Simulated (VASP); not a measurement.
# MgS (Fm-3m) in VASP: further runs

MgS is run at these levels: LDA; tasks: single point.

Program: VASP 6.6.1. These are calculated values, not measurements. Logs are shortened: lines on timing, memory, paths and dates and some standing lists are left out, and cuts for length are marked.

## Step 1: The cell of the first run

Symmetry: Fm-3m, No. 225, cubic system. The conventional cell has a = 5.128 Å, b = 5.128 Å, c = 5.128 Å, α = 90.00°, β = 90.00°, γ = 90.00°. Within 3.4 Å of Mg (site symmetry m-3m) lie 6 S at 2.56 Å. S (site symmetry m-3m) has 6 Mg at 2.56 Å within 3.4 Å.

## Step 2: Single point, LDA

File INCAR:

```
PREC = Accurate
ENCUT = 520
EDIFF = 1E-6
ISMEAR = 0
SIGMA = 0.01
LREAL = F
LASPH = T
NELM = 80
ALGO = Normal
ISIF = 2
LWAVE = F
LCHARG = F
GGA = CA
NBANDS = 11
```

File KPOINTS:

```
Automatic mesh
0
Gamma
  8 8 8
```

File POSCAR:

```
MgS
1.0
    0.0000000000      2.5641824518      2.5641824518
    2.5641824518      0.0000000000      2.5641824518
    2.5641824518      2.5641824518      0.0000000000
Mg S
1 1
Direct
    0.0000000000      0.0000000000      0.0000000000
    0.5000000000      0.5000000000      0.5000000000
```

Potentials or basis: VASP PAW LDA potentials, release 64 (Mg, S).

On the command line:

```sh
$ cat potpaw_LDA.64/Mg/POTCAR potpaw_LDA.64/S/POTCAR > POTCAR
$ mpirun -np 1 vasp_std > vasp.out
```

OUTCAR:

```text
PREC = Accurate
   ENCUT = 520
   EDIFF = 1E-6
   ISMEAR = 0
   LREAL = F
   LASPH = T
   NELM = 80
   ISIF = 2
   GGA = CA

 ion  position               nearest neighbor table
   1  0.000  0.000  0.000-   2 2.56   2 2.56   2 2.56   2 2.56   2 2.56   2 2.56
   2  0.500  0.500  0.500-   1 2.56   1 2.56   1 2.56   1 2.56   1 2.56   1 2.56

  LATTYP: Found a face centered cubic cell.
 ALAT       =     5.1283649036

  Lattice vectors:

 A1 = (   0.0000000000,   2.5641824518,   2.5641824518)
 A2 = (   2.5641824518,   0.0000000000,   2.5641824518)
 A3 = (   2.5641824518,   2.5641824518,   0.0000000000)

Analysis of symmetry for initial positions (statically):
=====================================================================
 Subroutine PRICEL returns:
 Original cell was already a primitive cell.

 Routine SETGRP: Setting up the symmetry group for a
 face centered cubic supercell.

 Subroutine GETGRP returns: Found 48 space group operations
 (whereof 48 operations were pure point group operations)
 out of a pool of 48 trial point group operations.

The static configuration has the point symmetry O_h .

Analysis of symmetry for dynamics (positions and initial velocities):
=====================================================================
 Subroutine PRICEL returns:
 Original cell was already a primitive cell.

 Routine SETGRP: Setting up the symmetry group for a
 face centered cubic supercell.

 Subroutine GETGRP returns: Found 48 space group operations
 (whereof 48 operations were pure point group operations)
 out of a pool of 48 trial point group operations.

The dynamic configuration has the point symmetry O_h .

 Subroutine INISYM returns: Found 48 space group operations
 (whereof 48 operations are pure point group operations),
 and found     1 'primitive' translations

----------------------------------------------------------------------------------------

                                     Primitive cell

  volume of cell :      33.7192

  direct lattice vectors                    reciprocal lattice vectors
     0.000000000  2.564182452  2.564182452    -0.194993925  0.194993925  0.194993925
     2.564182452  0.000000000  2.564182452     0.194993925 -0.194993925  0.194993925
     2.564182452  2.564182452  0.000000000     0.194993925  0.194993925 -0.194993925

  length of vectors
     3.626301600  3.626301600  3.626301600     0.337739385  0.337739385  0.337739385

[... 87 lines left out ...]
   ISYM   =      2    0-nonsym 1-usesym 2-fastsym
   POTIM  = 0.5000    time-step for ionic-motion
   TEBEG  =    0.0;   TEEND  =   0.0 temperature during run
   PSTRESS=    0.0 pullay stress
   NELECT =       8.0000    total number of electrons
   NUPDOWN=      -1.0000    fix difference up-down
   EMIN   =  10.00;   EMAX   =-10.00  energy-range for DOS
   EFERMI =   0.00;   METHOD = LEGACY
   ISMEAR =     0;   SIGMA  =   0.01  broadening in eV -4-tet -1-fermi 0-gaus
   EFERMI_NEDOS =   21; number of points for ismear=-14 and -15
   IALGO  =     38    algorithm
   IMIX   =      4    mixing-type and parameters
     AMIX     =   0.40;   BMIX     =  1.00
     AMIX_MAG =   1.60;   BMIX_MAG =  1.00
  volume/ion in A,a.u.               =      16.86       113.77
  Fermi-wavevector in a.u.,A,eV,Ry     =   1.013474  1.915188 13.974943  1.027129
  Thomas-Fermi vector in A             =   2.146645
   LORBIT       =      0    0 simple, 1 ext, 2 COOP (PROOUT), +10 PAW based schemes
   GGA     = CA    functional components
   LHFCALC =     F    Hartree Fock is set to
   AEXX    =    0.0000 exact exchange contribution
   IVDW    =     0    specifies the selected vdW correction
   LEPSILON=     F    determine dielectric tensor
   LRPA    =     F    only Hartree local field effects (RPA)
 non-spin polarized calculation
 Gauss-broadening in eV      SIGMA  =   0.01
  energy-cutoff  :      520.00
  volume of cell :       33.72
 maximum number of plane-waves:       934
   NGX = 13   NGY = 13   NGZ = 13

 number of electron       7.9999998 magnetization

 Free energy of the ion-electron system (eV)
  ---------------------------------------------------
  ext. energy  EPLUGINS =         0.00000000
  ---------------------------------------------------
  free energy    TOTEN  =        -9.59210009 eV

  energy without entropy =       -9.59210009  energy(sigma->0) =       -9.59210009

 E-fermi :   4.0400     XC(G=0): -10.1681

 val. band max:        3.9817960795   @ k =   0.0000   0.0000   0.0000
 cond. band min:       6.6317571833   @ k =   0.5000   0.5000   0.0000
 fundamental gap:      2.6499611038
 Fermi energy:         4.0400352641

 k-point     1 :       0.0000    0.0000    0.0000
  band No.  band energies     occupation
      1      -8.9154      2.00000
      2       3.9818      2.00000
      3       3.9818      2.00000
      4       3.9818      2.00000
      5       7.8246      0.00000
      6      11.7877      0.00000
      7      11.7877      0.00000
      8      11.7877      0.00000
      9      14.2919      0.00000
     10      14.2919      0.00000
     11      16.4364      0.00000
[... 309 lines left out ...]
 k-point    24 :      -0.3750    0.2500    0.1250
  band No.  band energies     occupation
      1      -7.2473      2.00000
      2      -0.6131      2.00000
      3       1.6753      2.00000
      4       2.7305      2.00000
      5       9.4750      0.00000
      6      10.0252      0.00000
      7      12.3819      0.00000
      8      13.4792      0.00000
      9      16.2763      0.00000
     10      17.3964      0.00000
     11      19.6050      0.00000

 [... further k-points ...]

------------------------ aborting loop because EDIFF is reached ----------------------------------------

  FORCE on cell =-STRESS in cart. coord.  units (eV):
  Direction    XX          YY          ZZ          XY          YZ          ZX
  --------------------------------------------------------------------------------------
  -------------------------------------------------------------------------------------
  Total       -0.1170987     -0.1170987     -0.1170987      0.0000000     -0.0000000      0.0000000
  in kB       -5.5639857     -5.5639857     -5.5639857      0.0000000     -0.0000000      0.0000000
  external PRESSURE =      -5.5639857 kB  Pullay stress =       0.0000000 kB

 VOLUME and BASIS-vectors are now :
 -----------------------------------------------------------------------------
  energy-cutoff  :      520.00
  volume of cell :       33.72
      direct lattice vectors                 reciprocal lattice vectors
     0.000000000  2.564182452  2.564182452    -0.194993925  0.194993925  0.194993925
     2.564182452  0.000000000  2.564182452     0.194993925 -0.194993925  0.194993925
     2.564182452  2.564182452  0.000000000     0.194993925  0.194993925 -0.194993925

 POSITION                                       TOTAL-FORCE (eV/Angst)
 -----------------------------------------------------------------------------------
      0.00000      0.00000      0.00000        -0.000000      0.000000     -0.000000
      2.56418      2.56418      2.56418         0.000000     -0.000000      0.000000
 -----------------------------------------------------------------------------------
    total drift:                                0.000000      0.000000      0.000000

  FREE ENERGIE OF THE ION-ELECTRON SYSTEM (eV)
  ---------------------------------------------------
  free  energy   TOTEN  =        -9.5921000861 eV

  energy  without entropy=       -9.5921000861  energy(sigma->0) =       -9.59210009
```

Run time: 10 s. Hardware: 1 thread of AMD EPYC 7R43 (Zen 3), shared host; peak memory 0.11 GiB.

Results:

```yaml
Free_energy: -9.5921 eV
Pressure: -0.6 GPa
Band_gap_on_the_k_mesh: 2.65 eV, indirect (least direct gap 3.84 eV)
```

## Step 3: Single point, LDA

File INCAR:

```
  ALGO = Normal
  EDIFF = 1E-6
  ENCUT = 520
  ISIF = 2
  ISMEAR = 0
  LASPH = T
  LCHARG = F
  LREAL = F
  LWAVE = F
  NBANDS = 11
  NELM = 100
  PREC = Accurate
  SIGMA = 0.01
```

File KPOINTS:

```
k-points
0
Gamma
  8 8 8
```

POSCAR is that of step 2.

Potentials or basis: VASP PAW LDA potentials, release 64 (Mg, S).

On the command line:

```sh
$ cat potpaw_LDA.64/Mg/POTCAR potpaw_LDA.64/S/POTCAR > POTCAR
$ mpirun -np 1 vasp_std > vasp.out
```

It took 12 s on 1 thread of AMD EPYC 7R43 (Zen 3), shared host; peak memory 0.11 GiB.

Results (log left out):

```yaml
Free_energy: -9.5921 eV
Pressure: -0.6 GPa
Band_gap_on_the_k_mesh: 2.65 eV, indirect (least direct gap 3.84 eV)
```

Levels at points of the mesh, in eV from the valence-band top:
| k point | band 2 | band 3 | band 4 | band 5 | band 6 | band 7 |
| --- | --- | --- | --- | --- | --- | --- |
| (0.00, 0.00, 0.00) | 0.00 | 0.00 | 0.00 | 3.84 | 7.81 | 7.81 |
| (0.50, 0.00, 0.00) | -5.14 | -0.65 | -0.65 | 4.44 | 6.79 | 6.79 |
| (0.50, 0.50, 0.00) | -4.49 | -1.81 | -1.81 | 2.65 | 4.11 | 12.22 |

A k mesh can miss the band edges. LDA gaps usually lie below the measured ones, often by a third to a half.

## Step 4: Single point, LDA

This run uses another cell than the first one, of 16.61 Å³/atom, 0.985 times its volume.

File INCAR:

```
SYSTEM = MgS
PREC = Accurate
ENCUT = 520
EDIFF = 1E-7
ISMEAR = 0
SIGMA = 0.01
LREAL = .False.
LASPH = .True.
NELM = 80
ALGO = Normal
ISIF = 2
LWAVE = .False.
LCHARG = .True.
LELF = .True.
LVHAR = .True.
NBANDS = 11
```

File KPOINTS:

```
Automatic mesh
0
Gamma
  8 8 8
  0 0 0
```

File POSCAR:

```
MgS
1.0
    0.0000000000      2.5513615395      2.5513615395
    2.5513615395      0.0000000000      2.5513615395
    2.5513615395      2.5513615395      0.0000000000
Mg S
1 1
Direct
    0.0000000000      0.0000000000      0.0000000000
    0.5000000000      0.5000000000      0.5000000000
```

On the command line:

```sh
$ cat potpaw_LDA.64/Mg/POTCAR potpaw_LDA.64/S/POTCAR > POTCAR
$ mpirun -np 1 vasp_std > vasp.out
```

Wall time 11 s (1 thread of AMD EPYC 7R43 (Zen 3), shared host); peak memory 0.11 GiB.

Results (log left out):

- Free energy: -9.5917 eV
- Pressure: 0.7 GPa
- Band gap on the k mesh: 2.68 eV, indirect (least direct gap 3.97 eV)

Levels at points of the mesh, in eV from the valence-band top:
```csv
k point,band 1,band 2,band 3,band 4,band 5,band 6,band 7,band 8,band 9
"(0.00, 0.00, 0.00)",-12.99,0.00,0.00,0.00,3.97,7.79,7.79,7.79,10.32
"(0.50, 0.00, 0.00)",-11.50,-5.23,-0.66,-0.66,4.46,6.81,6.81,10.47,12.29
"(0.50, 0.50, 0.00)",-11.07,-4.57,-1.84,-1.84,2.68,4.06,12.38,12.92,13.70
```

(Continued in part 2 of 2.)
